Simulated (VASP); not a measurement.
# CaO (Cmcm) in VASP: notebook

Runs on CaO. Level: LDA. Tasks: single point.

All numbers are computed with VASP 6.6.1; they aren't measurements. Logs are shortened: lines on timing, memory, paths and dates and some standing lists are left out, and cuts for length are marked.

## 1. The cell of the first run

Symmetry: Cmcm, No. 63, orthorhombic system. Conventional cell: a = 3.952 Å, b = 6.914 Å, c = 4.785 Å, α = 90.00°, β = 90.00°, γ = 90.00°. Ca (site symmetry m2m) has 5 O at 2.29 to 2.39 Å within 3.0 Å. O (site symmetry m2m) has 5 Ca at 2.29 to 2.39 Å within 3.0 Å.

## 2. Single point, LDA (strain -0.0100 x Voigt [1, 0, 0, 0, 0, 0])

INCAR

```
PREC     = Accurate       # precision mode
ENCUT    = 520            # plane-wave cutoff, eV
EDIFF    = 1E-6           # SCF threshold, eV
ISMEAR   = 0              # smearing method
SIGMA    = 0.05           # smearing width, eV
LREAL    = F              # projectors in reciprocal space
LASPH    = T              # aspherical terms in the spheres
NELM     = 100            # most SCF steps
ALGO     = Normal         # electronic algorithm
ISIF     = 2              # what is computed and relaxed
LWAVE    = F              # write WAVECAR
LCHARG   = F              # write CHGCAR
GGA      = CA             # functional
NBANDS   = 24             # bands
```

KPOINTS

```
Automatic mesh
0
Gamma
  9 9 6
```

POSCAR

```
CaO
1.0
    3.9520560662      0.0000000000      0.0000000000
   -1.9760280331      3.4571524753      0.0000000000
    0.0000000000      0.0000000000      4.7848400100
Ca O
2 2
Direct
    0.3333333333      0.6666666667      0.7500000000
    0.6666666667      0.3333333333      0.2500000000
    0.3333333333      0.6666666667      0.2500000000
    0.6666666667      0.3333333333      0.7500000000
```

Potentials or basis: VASP PAW LDA potentials, release 64 (Ca_sv, O).

Started as:

```sh
cat potpaw_LDA.64/Ca_sv/POTCAR potpaw_LDA.64/O/POTCAR > POTCAR
mpirun -np 1 vasp_std > vasp.out
```

OUTCAR:

```text
PREC = Accurate
   ENCUT = 520
   EDIFF = 1E-6
   ISMEAR = 0
   LREAL = F
   LASPH = T
   NELM = 100
   ISIF = 2
   GGA = CA

 ion  position               nearest neighbor table
   1  0.333  0.667  0.750-   4 2.29   4 2.29   4 2.30   3 2.39   3 2.39
   2  0.667  0.333  0.250-   3 2.29   3 2.29   3 2.30   4 2.39   4 2.39
   3  0.333  0.667  0.250-   2 2.29   2 2.29   2 2.30   1 2.39   1 2.39
   4  0.667  0.333  0.750-   1 2.29   1 2.29   1 2.30   2 2.39   2 2.39

  LATTYP: Found a base centered orthorhombic cell.
 ALAT       =     3.9520560662
 B/A-ratio  =     1.7495462703
 C/A-ratio  =     1.2107216927

  Lattice vectors:

 A1 = (   1.9760280331,  -3.4571524753,   0.0000000000)
 A2 = (   1.9760280331,   3.4571524753,   0.0000000000)
 A3 = (   0.0000000000,   0.0000000000,   4.7848400100)

Analysis of symmetry for initial positions (statically):
=====================================================================
 Subroutine PRICEL returns:
 Original cell was already a primitive cell.

 Routine SETGRP: Setting up the symmetry group for a
 base centered orthorhombic supercell.

 Subroutine GETGRP returns: Found  8 space group operations
 (whereof  4 operations were pure point group operations)
 out of a pool of  8 trial point group operations.

The static configuration has the point symmetry C_2h.
 The point group associated with its full space group is D_2h.

Analysis of symmetry for dynamics (positions and initial velocities):
=====================================================================
 Subroutine PRICEL returns:
 Original cell was already a primitive cell.

 Routine SETGRP: Setting up the symmetry group for a
 base centered orthorhombic supercell.

 Subroutine GETGRP returns: Found  8 space group operations
 (whereof  4 operations were pure point group operations)
 out of a pool of  8 trial point group operations.

The dynamic configuration has the point symmetry C_2h.
 The point group associated with its full space group is D_2h.

 Subroutine INISYM returns: Found  8 space group operations
 (whereof  4 operations are pure point group operations),
 and found     1 'primitive' translations

----------------------------------------------------------------------------------------

                                     Primitive cell

  volume of cell :      65.3746

[... 84 lines left out ...]
   ISTART =      0    job   : 0-new  1-cont  2-samecut
   ICHARG =      2    charge: 1-file 2-atom 10-const
   ISPIN  =      1    spin polarized calculation?
   LNONCOLLINEAR =      F non collinear calculations
   LSORBIT =      F    spin-orbit coupling
   LASPH  =      T    aspherical Exc in radial PAW
   ENCUT  =  520.0 eV  38.22 Ry    6.18 a.u.   7.35  7.40  8.90*2*pi/ulx,y,z
   NELM   =    100;   NELMIN=  2; NELMDL= -5     # of ELM steps
   EDIFF  = 0.1E-05   stopping-criterion for ELM
   LREAL  =      F    real-space projection
   EDIFFG = 0.1E-04   stopping-criterion for IOM
   NSW    =      0    number of steps for IOM
   IBRION =     -1    ionic relax: 0-MD 1-quasi-New 2-CG
   NFREE  =      0    steps in history (QN), initial steepest desc. (CG)
   ISIF   =      2    stress and relaxation
   ISYM   =      2    0-nonsym 1-usesym 2-fastsym
   POTIM  = 0.5000    time-step for ionic-motion
   TEBEG  =    0.0;   TEEND  =   0.0 temperature during run
   PSTRESS=    0.0 pullay stress
   NELECT =      32.0000    total number of electrons
   NUPDOWN=      -1.0000    fix difference up-down
   EMIN   =  10.00;   EMAX   =-10.00  energy-range for DOS
   EFERMI =   0.00;   METHOD = LEGACY
   ISMEAR =     0;   SIGMA  =   0.05  broadening in eV -4-tet -1-fermi 0-gaus
   EFERMI_NEDOS =   21; number of points for ismear=-14 and -15
   IALGO  =     38    algorithm
   IMIX   =      4    mixing-type and parameters
     AMIX     =   0.40;   BMIX     =  1.00
     AMIX_MAG =   1.60;   BMIX_MAG =  1.00
  volume/ion in A,a.u.               =      16.34       110.29
  Fermi-wavevector in a.u.,A,eV,Ry     =   1.290194  2.438114 22.648278  1.664601
  Thomas-Fermi vector in A             =   2.422041
   LORBIT       =      0    0 simple, 1 ext, 2 COOP (PROOUT), +10 PAW based schemes
   GGA     = CA    functional components
   LHFCALC =     F    Hartree Fock is set to
   AEXX    =    0.0000 exact exchange contribution
   IVDW    =     0    specifies the selected vdW correction
   LEPSILON=     F    determine dielectric tensor
   LRPA    =     F    only Hartree local field effects (RPA)
 non-spin polarized calculation
 Gauss-broadening in eV      SIGMA  =   0.05
  energy-cutoff  :      520.00
  volume of cell :       65.37
 maximum number of plane-waves:      1787
 NGX is ok and might be reduce to    30
   NGX = 15   NGY = 15   NGZ = 17

 number of electron      31.9999984 magnetization

 Free energy of the ion-electron system (eV)
  ---------------------------------------------------
  ext. energy  EPLUGINS =         0.00000000
  ---------------------------------------------------
  free energy    TOTEN  =       -27.95646720 eV

  energy without entropy =      -27.95646720  energy(sigma->0) =      -27.95646720

 E-fermi :   1.2899     XC(G=0): -10.0046

 val. band max:        1.0314542636   @ k =   0.0000   0.0000   0.0000
 cond. band min:       4.0801825469   @ k =   0.0000   0.0000   0.0000
 fundamental gap:      3.0487282833
 Fermi energy:         1.2899262843

 k-point     1 :       0.0000    0.0000    0.0000
  band No.  band energies     occupation
      1     -36.0061      2.00000
      2     -35.8600      2.00000
      3     -17.6790      2.00000
      4     -17.4059      2.00000
      5     -17.4036      2.00000
      6     -17.1934      2.00000
[... 637 lines left out ...]
     23       9.4322      0.00000
     24       9.6221      0.00000

 [... further k-points ...]
[... 5 lines left out ...]
  --------------------------------------------------------------------------------------
  -------------------------------------------------------------------------------------
  Total       -1.4189991     -1.7539547     -2.1093209      0.0000000     -0.0000000      0.0000000
  in kB      -34.7763221    -42.9852938    -51.6944809      0.0000000     -0.0000000      0.0000000
  external PRESSURE =     -43.1520323 kB  Pullay stress =       0.0000000 kB

 VOLUME and BASIS-vectors are now :
 -----------------------------------------------------------------------------
  energy-cutoff  :      520.00
  volume of cell :       65.37
      direct lattice vectors                 reciprocal lattice vectors
     3.952056066  0.000000000  0.000000000     0.253032848  0.144627697  0.000000000
    -1.976028033  3.457152475  0.000000000     0.000000000  0.289255394  0.000000000
     0.000000000  0.000000000  4.784840010     0.000000000  0.000000000  0.208993404

 POSITION                                       TOTAL-FORCE (eV/Angst)
 -----------------------------------------------------------------------------------
     -0.00000      2.30477      3.58863         0.000000      0.058493     -0.000000
      1.97603      1.15238      1.19621         0.000000     -0.058493      0.000000
     -0.00000      2.30477      1.19621         0.000000      0.043173      0.000000
      1.97603      1.15238      3.58863         0.000000     -0.043173     -0.000000
 -----------------------------------------------------------------------------------
    total drift:                               -0.000000      0.000000     -0.000000

  FREE ENERGIE OF THE ION-ELECTRON SYSTEM (eV)
  ---------------------------------------------------
  free  energy   TOTEN  =       -27.9564672000 eV

  energy  without entropy=      -27.9564672000  energy(sigma->0) =      -27.95646720
```

OSZICAR:

```text
N       E                     dE             d eps       ncg     rms          rms(c)
DAV:   1     0.319482469842E+03    0.31948E+03   -0.16515E+04  4808   0.134E+03
DAV:   2    -0.655331415649E+01   -0.32604E+03   -0.30706E+03  5600   0.387E+02
DAV:   3    -0.317709708150E+02   -0.25218E+02   -0.25044E+02  7760   0.103E+02
DAV:   4    -0.326709642572E+02   -0.89999E+00   -0.89845E+00  6800   0.169E+01
DAV:   5    -0.326919839260E+02   -0.21020E-01   -0.21019E-01  6840   0.191E+00    0.129E+01
DAV:   6    -0.282861649511E+02    0.44058E+01   -0.21643E+01  6896   0.295E+01    0.565E+00
DAV:   7    -0.280875833373E+02    0.19858E+00   -0.24869E+00  6408   0.104E+01    0.276E+00
DAV:   8    -0.279649615222E+02    0.12262E+00   -0.34876E-01  6008   0.436E+00    0.755E-01
DAV:   9    -0.279556405744E+02    0.93209E-02   -0.56426E-02  6392   0.149E+00    0.200E-01
DAV:  10    -0.279568085991E+02   -0.11680E-02   -0.66666E-03  6040   0.518E-01    0.119E-01
DAV:  11    -0.279566529171E+02    0.15568E-03   -0.43599E-03  6328   0.350E-01    0.100E-01
DAV:  12    -0.279564640285E+02    0.18889E-03   -0.90888E-04  5872   0.205E-01    0.828E-03
DAV:  13    -0.279564673868E+02   -0.33583E-05   -0.36286E-05  6392   0.429E-02    0.436E-03
DAV:  14    -0.279564672000E+02    0.18677E-06   -0.18672E-06  5272   0.826E-03
   1 F= -.27956467E+02 E0= -.27956467E+02  d E =-.143901E-15
```

stdout:

```text
POSCAR found type information on POSCAR CaO
 POSCAR found :  2 types and       4 ions
 scaLAPACK will be used
 LDA part: xc-table for (Slater(with rela. corr.)+CA(PZ))
 , standard interpolation
 POSCAR, INCAR and KPOINTS ok, starting setup
 FFT: planning ... GRIDC
 FFT: planning ... GRID_SOFT
 FFT: planning ... GRID
 WAVECAR not read
 entering main loop
```

Wall time 64 s (1 thread of AMD EPYC 9R45 (Zen 5), shared host); peak memory 0.22 GiB.

Results:

```
Free energy            : -27.9565 eV
Pressure               : -4.3 GPa
Largest force          : 0.058 eV/Å
Band gap on the k mesh : 3.05 eV, direct
```

Forces on the atoms (eV/Å):
```
Ca   0.000  0.058  0.000
Ca   0.000 -0.058  0.000
O    0.000  0.043  0.000
O    0.000 -0.043  0.000
```

Caveat: the cell differs from its parent crystal (strain -0.0100 x Voigt [1, 0, 0, 0, 0, 0]).

## 3. Single point, LDA (strain -0.0150 x Voigt [1, 0, 0, 0, 0, 0])

INCAR

```
ALGO = Normal
EDIFF = 1E-7
ENCUT = 520
GGA = CA
ISIF = 2
ISMEAR = 0
LASPH = T
LCHARG = F
LREAL = F
LWAVE = F
NBANDS = 24
NELM = 100
PREC = Accurate
SIGMA = 0.05
```

KPOINTS

```
k-points
0
Gamma
  9 9 6
```

POSCAR: that of step 2 with these lines changed.

```diff
@@ -2,4 +2,4 @@
 1.0
-    3.9520560662      0.0000000000      0.0000000000
-   -1.9760280331      3.4571524753      0.0000000000
+    3.9320961871      0.0000000000      0.0000000000
+   -1.9660480935      3.4571524753      0.0000000000
     0.0000000000      0.0000000000      4.7848400100
```

Potentials or basis: VASP PAW LDA potentials, release 64 (Ca_sv, O).

Started as:

```sh
cat potpaw_LDA.64/Ca_sv/POTCAR potpaw_LDA.64/O/POTCAR > POTCAR
mpirun -np 1 vasp_std > vasp.out
```

Run time: 81 s. Hardware: 1 thread of AMD EPYC 9R45 (Zen 5), shared host; peak memory 0.21 GiB.

The run converged. Its results:

```yaml
Free_energy: -27.9626 eV
Pressure: -3.9 GPa
Largest_force: 0.091 eV/Å
Band_gap_on_the_k_mesh: 3.07 eV, direct
```

Forces in eV/Å, atoms in the order of the input:
```
Ca   0.000  0.091  0.000
Ca   0.000 -0.091  0.000
O    0.000  0.067  0.000
O    0.000 -0.067  0.000
```

Stress tensor (GPa, compression positive):
```
-2.72  0.00  0.00
 0.00 -3.98  0.00
 0.00  0.00 -4.94
```

Levels at points of the mesh, in eV from the valence-band top:
```csv
k point,band 14,band 15,band 16,band 17,band 18,band 19
"(0.00, 0.00, 0.00)",-1.18,-1.11,0.00,3.07,6.06,6.08
"(0.00, 0.00, 0.50)",-1.34,-1.31,-1.31,4.90,4.90,7.74
```

Caveat: the cell differs from its parent crystal (strain -0.0150 x Voigt [1, 0, 0, 0, 0, 0]).

## 4. Single point, LDA (strain +0.0050 x Voigt [1, 0, 0, 0, 0, 0])

INCAR

```
PREC = Accurate ; ENCUT = 520
EDIFF = 1E-6 ; ISMEAR = 0
SIGMA = 0.05 ; LREAL = False
LASPH = True ; NELM = 100
ALGO = Normal ; ISIF = 2
LWAVE = False ; LCHARG = True
LELF = True ; LVHAR = True
NBANDS = 24
```

KPOINTS

```
regular mesh
0
Gamma
  9 9 6
```

POSCAR: that of step 3 with these lines changed.

```diff
@@ -2,4 +2,4 @@
 1.0
-    3.9320961871      0.0000000000      0.0000000000
-   -1.9660480935      3.4571524753      0.0000000000
+    4.0119357036      0.0000000000      0.0000000000
+   -2.0059678518      3.4571524753      0.0000000000
     0.0000000000      0.0000000000      4.7848400100
```

Potentials or basis: VASP PAW LDA potentials, release 64 (Ca_sv, O).

Started as:

```sh
cat potpaw_LDA.64/Ca_sv/POTCAR potpaw_LDA.64/O/POTCAR > POTCAR
mpirun -np 1 vasp_std > vasp.out
```

OUTCAR:

```text
PREC = Accurate
   ENCUT = 520
   EDIFF = 1E-6
   ISMEAR = 0
   LREAL = False
   LASPH = True
   NELM = 100
   ISIF = 2

 ion  position               nearest neighbor table
   1  0.333  0.667  0.750-   4 2.30   4 2.31   4 2.31   3 2.39   3 2.39
   2  0.667  0.333  0.250-   3 2.30   3 2.31   3 2.31   4 2.39   4 2.39
   3  0.333  0.667  0.250-   2 2.30   2 2.31   2 2.31   1 2.39   1 2.39
   4  0.667  0.333  0.750-   1 2.30   1 2.31   1 2.31   2 2.39   2 2.39

  Warning from LATTYP: Monoclinic adjustment (A1->A3, A2->A1, A3->A2)!
[... 846 lines left out ...]

 [... further k-points ...]
[... 5 lines left out ...]
  --------------------------------------------------------------------------------------
  -------------------------------------------------------------------------------------
  Total       -2.2878879     -2.1275756     -2.4108934      0.0000000      0.0000000      0.0000000
  in kB      -55.2338610    -51.3636245    -58.2034420      0.0000000      0.0000000      0.0000000
  external PRESSURE =     -54.9336425 kB  Pullay stress =       0.0000000 kB

 VOLUME and BASIS-vectors are now :
 -----------------------------------------------------------------------------
  energy-cutoff  :      520.00
  volume of cell :       66.37
      direct lattice vectors                 reciprocal lattice vectors
     4.011935704  0.000000000  0.000000000     0.249256238  0.144627697  0.000000000
    -2.005967852  3.457152475  0.000000000     0.000000000  0.289255394  0.000000000
     0.000000000  0.000000000  4.784840010     0.000000000  0.000000000  0.208993404

 POSITION                                       TOTAL-FORCE (eV/Angst)
 -----------------------------------------------------------------------------------
     -0.00000      2.30477      3.58863        -0.000000     -0.026602      0.000000
      2.00597      1.15238      1.19621         0.000000      0.026602      0.000000
     -0.00000      2.30477      1.19621         0.000000     -0.019168      0.000000
      2.00597      1.15238      3.58863         0.000000      0.019168      0.000000
 -----------------------------------------------------------------------------------
    total drift:                               -0.000000      0.000000     -0.000000

  FREE ENERGIE OF THE ION-ELECTRON SYSTEM (eV)
  ---------------------------------------------------
  free  energy   TOTEN  =       -27.9294080248 eV

  energy  without entropy=      -27.9294080248  energy(sigma->0) =      -27.92940802
```

Run time: 98 s. Hardware: 1 thread of AMD EPYC 9R45 (Zen 5), shared host; peak memory 0.22 GiB.

Results:

- Free energy: -27.9294 eV
- Pressure: -5.5 GPa
- Largest force: 0.027 eV/Å
- Band gap on the k mesh: 2.98 eV, direct

Forces in eV/Å, atoms in the order of the input:
```
Ca   0.000 -0.027  0.000
Ca   0.000  0.027  0.000
O    0.000 -0.019  0.000
O    0.000  0.019  0.000
```

Levels at points of the mesh, in eV from the valence-band top:
| k point | band 12 | band 13 | band 14 | band 15 | band 16 | band 17 | band 18 | band 19 | band 20 | band 21 |
| --- | --- | --- | --- | --- | --- | --- | --- | --- | --- | --- |
| (0.00, 0.00, 0.00) | -1.21 | -1.17 | -1.16 | -1.10 | 0.00 | 2.98 | 5.98 | 5.99 | 7.62 | 7.63 |
| (0.00, 0.00, 0.50) | -1.62 | -1.32 | -1.32 | -1.31 | -1.31 | 4.79 | 4.79 | 7.66 | 7.66 | 7.67 |

Caveat: the cell differs from its parent crystal (strain +0.0050 x Voigt [1, 0, 0, 0, 0, 0]). A k mesh can miss the band edges.

## 5. Single point, LDA (strain +0.0200 x Voigt [1, 0, 0, 0, 0, 0])

INCAR

```
PREC = Accurate
ENCUT = 520
EDIFF = 1E-6
ISMEAR = 0
SIGMA = 0.05
LREAL = False
LASPH = True
NELM = 100
ALGO = Normal
ISIF = 2
LWAVE = False
LCHARG = False
NBANDS = 24
```

KPOINTS is that of step 4.

POSCAR: that of step 4 with these lines changed.

```diff
@@ -2,4 +2,4 @@
 1.0
-    4.0119357036      0.0000000000      0.0000000000
-   -2.0059678518      3.4571524753      0.0000000000
+    4.0718153410      0.0000000000      0.0000000000
+   -2.0359076705      3.4571524753      0.0000000000
     0.0000000000      0.0000000000      4.7848400100
```

Started as:

```sh
cat potpaw_LDA.64/Ca_sv/POTCAR potpaw_LDA.64/O/POTCAR > POTCAR
mpirun -np 1 vasp_std > vasp.out
```

It took 93 s on 1 thread of AMD EPYC 9R45 (Zen 5), shared host; peak memory 0.22 GiB.

Results (log left out):

```
Free energy            : -27.8905 eV
Pressure               : -6.5 GPa
Largest force          : 0.097 eV/Å
Band gap on the k mesh : 2.91 eV, direct
```

Forces in eV/Å, atoms in the order of the input:
```
Ca   0.000 -0.097  0.000
Ca   0.000  0.097  0.000
O    0.000 -0.068  0.000
O    0.000  0.068  0.000
```

Stress tensor (GPa, compression positive):
```
-7.32  0.00  0.00
 0.00 -5.86  0.00
 0.00  0.00 -6.45
```

Levels at points of the mesh, in eV from the valence-band top:
| k point | band 14 | band 15 | band 16 | band 17 | band 18 | band 19 |
| --- | --- | --- | --- | --- | --- | --- |
| (0.00, 0.00, 0.00) | -1.13 | -1.09 | 0.00 | 2.91 | 5.92 | 5.94 |
| (0.00, 0.00, 0.50) | -1.31 | -1.28 | -1.28 | 4.71 | 4.71 | 7.57 |

Caveat: the cell differs from its parent crystal (strain +0.0200 x Voigt [1, 0, 0, 0, 0, 0]). A k mesh can miss the band edges.

## 6. The runs side by side

| cell | gap on the mesh (eV) | pressure (GPa) | largest force (eV/Å) |
| --- | --- | --- | --- |
| a = 3.952, b = 3.982, c = 4.785 Å, angles 90.0, 90.0, 119.8°, 4 atoms | 3.05 | -4.3 | 0.06 |
| a = 3.932, b = 3.977, c = 4.785 Å, angles 90.0, 90.0, 119.6°, 4 atoms | 3.07 | -3.9 | 0.09 |
| a = 4.012, b = 3.997, c = 4.785 Å, angles 90.0, 90.0, 120.1°, 4 atoms | 2.98 | -5.5 | 0.03 |
| a = 4.072, b = 4.012, c = 4.785 Å, angles 90.0, 90.0, 120.5°, 4 atoms | 2.91 | -6.5 | 0.10 |

Alike in all rows: task single point; level LDA; potentials or basis VASP PAW LDA potentials, release 64 (Ca_sv, O); no spin polarisation; k mesh 9 × 9 × 6; cutoff (eV) 520; smearing gaussian 0.05 eV.

Absolute energies hang on the potentials; compare differences alone.
